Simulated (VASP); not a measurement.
# Na (P1) in VASP: a series of runs, part 2 of 2

VASP 6.6.1. The steps go on from the part before.

**3. Single point, PBEsol**

The input, INCAR:

```
ALGO = Normal ; EDIFF = 1E-6
ENCUT = 520 ; GGA = PS
ISIF = 2 ; ISMEAR = 1
LASPH = T ; LCHARG = T
LELF = T ; LREAL = F
LVHAR = T ; LWAVE = F
NBANDS = 34 ; NELM = 100
PREC = Accurate ; SIGMA = 0.15
```

The input, KPOINTS:

```
k-points
0
Gamma
  2 2 2
```

The input, POSCAR:

```
Na
1.0
   -4.3420640000      4.3420640000      4.3420640000
    4.3420640000     -4.3420640000      4.3420640000
    4.3420640000      4.3420640000     -4.3420640000
Na
7
Direct
    0.0284589311     -0.0406671804     -0.0010697677
   -0.0008746992     -0.0009659001      0.4990944399
    0.0318200054      0.5312420545      0.5703995842
    0.8948591039      0.3969201053      0.0001508499
    0.4590656655     -0.0411528941      0.4295047240
    0.4594384145      0.5314623414     -0.0014280075
    0.4999957394      0.4983315538      0.4978602342
```

Potentials or basis: VASP PAW PBE potentials, release 64 (Na_pv).

The run is started by

```sh
$ cat potpaw_PBE.64/Na_pv/POTCAR > POTCAR
$ mpirun -np 1 vasp_std > vasp.out
```

OUTCAR:

```text
EDIFF = 1E-6
   ENCUT = 520
   GGA = PS
   ISIF = 2
   ISMEAR = 1
   LASPH = T
   LREAL = F
   NELM = 100
   PREC = Accurate

 ion  position               nearest neighbor table
   1  0.028  0.959  0.999-
   2  0.999  0.999  0.499-
   3  0.032  0.531  0.570-
   4  0.895  0.397  0.000-
   5  0.459  0.959  0.430-
   6  0.459  0.531  0.999-
   7  0.500  0.498  0.498-

  LATTYP: Found a body centered cubic cell.
 ALAT       =     8.6841280000

  Lattice vectors:

 A1 = (  -4.3420640000,   4.3420640000,   4.3420640000)
 A2 = (   4.3420640000,  -4.3420640000,   4.3420640000)
 A3 = (   4.3420640000,   4.3420640000,  -4.3420640000)

Analysis of symmetry for initial positions (statically):
=====================================================================
 Subroutine PRICEL returns:
 Original cell was already a primitive cell.

[... 160 lines left out ...]

  energy without entropy =       -8.55901386  energy(sigma->0) =       -8.56728342

 E-fermi :  -0.1445     XC(G=0):  -5.8762

 val. band max:       -0.1753568657   @ k =   0.0000   0.5000   0.0000
 cond. band min:      -0.1046046132   @ k =   0.5000   0.5000   0.0000
 fundamental gap:      0.0707522525
 Fermi energy:        -0.1445407214

 k-point     1 :       0.0000    0.0000    0.0000
  band No.  band energies     occupation
      1     -25.3129      2.00000
      2     -25.3016      2.00000
      3     -25.3016      2.00000
      4     -25.2934      2.00000
      5     -25.2911      2.00000
      6     -25.2910      2.00000
[... 285 lines left out ...]
     33       2.7242     -0.00000
     34       3.5466      0.00000

------------------------ aborting loop because EDIFF is reached ----------------------------------------

  FORCE on cell =-STRESS in cart. coord.  units (eV):
  Direction    XX          YY          ZZ          XY          YZ          ZX
  --------------------------------------------------------------------------------------
  -------------------------------------------------------------------------------------
  Total       -0.9509362     -0.9396266     -2.0144689      0.0001808     -0.0003789      0.0037059
  in kB       -4.6527887     -4.5974525     -9.8564949      0.0008846     -0.0018539      0.0181324
  external PRESSURE =      -6.3689120 kB  Pullay stress =       0.0000000 kB

 VOLUME and BASIS-vectors are now :
 -----------------------------------------------------------------------------
  energy-cutoff  :      520.00
  volume of cell :      327.45
      direct lattice vectors                 reciprocal lattice vectors
    -4.342064000  4.342064000  4.342064000     0.000000000  0.115152609  0.115152609
     4.342064000 -4.342064000  4.342064000     0.115152609  0.000000000  0.115152609
     4.342064000  4.342064000 -4.342064000     0.115152609  0.115152609  0.000000000

 POSITION                                       TOTAL-FORCE (eV/Angst)
 -----------------------------------------------------------------------------------
      8.37933      0.29551     -0.04836         0.005492     -0.005470     -0.032695
      2.16670      2.16750      6.50904         0.001668     -0.000606     -0.021369
      4.64523      0.30819     -0.03186        -0.006121     -0.006294     -0.034929
     -2.16143      2.16274      5.60833        -0.002702      0.000312      0.178545
      4.03502     -0.30515      4.29173         0.005964      0.005862     -0.032632
      4.64860      4.02313     -0.03331        -0.006388      0.006496     -0.035026
      2.15451      2.16897      2.17306         0.002086     -0.000302     -0.021895
 -----------------------------------------------------------------------------------
    total drift:                               -0.000963     -0.001030      0.000837

  FREE ENERGIE OF THE ION-ELECTRON SYSTEM (eV)
  ---------------------------------------------------
  free  energy   TOTEN  =        -8.5714182059 eV

  energy  without entropy=       -8.5590138559  energy(sigma->0) =       -8.56728342
```

OSZICAR:

```text
N       E                     dE             d eps       ncg     rms          rms(c)
DAV:   1     0.370839554535E+03    0.37084E+03   -0.24539E+04   656   0.136E+03
DAV:   2     0.135056291133E+02   -0.35733E+03   -0.35221E+03   552   0.366E+02
DAV:   3    -0.814636675868E+01   -0.21652E+02   -0.21131E+02   644   0.117E+02
DAV:   4    -0.862432105993E+01   -0.47795E+00   -0.47703E+00   588   0.161E+01
DAV:   5    -0.863624623940E+01   -0.11925E-01   -0.11925E-01   664   0.288E+00    0.830E-01
DAV:   6    -0.859707348860E+01    0.39173E-01   -0.29217E-02   628   0.178E+00    0.535E-01
DAV:   7    -0.857219982266E+01    0.24874E-01   -0.74557E-02   566   0.182E+00    0.146E-01
DAV:   8    -0.857152216210E+01    0.67766E-03   -0.76630E-03   602   0.958E-01    0.509E-02
DAV:   9    -0.857142402246E+01    0.98140E-04   -0.51087E-04   606   0.223E-01    0.226E-02
DAV:  10    -0.857141893551E+01    0.50869E-05   -0.10996E-04   640   0.102E-01    0.625E-03
DAV:  11    -0.857141927498E+01   -0.33947E-06   -0.19058E-05   642   0.383E-02    0.395E-03
DAV:  12    -0.857141825189E+01    0.10231E-05   -0.16042E-06   496   0.734E-03    0.112E-03
DAV:  13    -0.857141820591E+01    0.45979E-07   -0.37995E-07   306   0.536E-03
   1 F= -.85714182E+01 E0= -.85672834E+01  d E =-.124044E-01
```

Wall time 96 s (1 thread of Intel Xeon Platinum 8259CL at 2.50GHz (Skylake/Cascade Lake), shared host); peak memory 0.43 GiB.

What came out:

* Free energy: -8.5714 eV
* Pressure: -0.6 GPa
* Largest force: 0.179 eV/Å
* Band gap on the k mesh: zero (an odd number of electrons rules out a gap without spin polarisation)

Forces on the atoms (eV/Å):
```
Na   0.005 -0.005 -0.033
Na   0.002 -0.001 -0.021
Na  -0.006 -0.006 -0.035
Na  -0.003  0.000  0.179
Na   0.006  0.006 -0.033
Na  -0.006  0.006 -0.035
Na   0.002  0.000 -0.022
```

Caveat: the k points lie up to 0.51 Å⁻¹ apart, too coarse for converged energies and pressures of a metal; the PAW data sets were made with another functional, which shifts forces and pressure a little.

The gap in the log of VASP goes by the Fermi energy; the results here count the filled bands.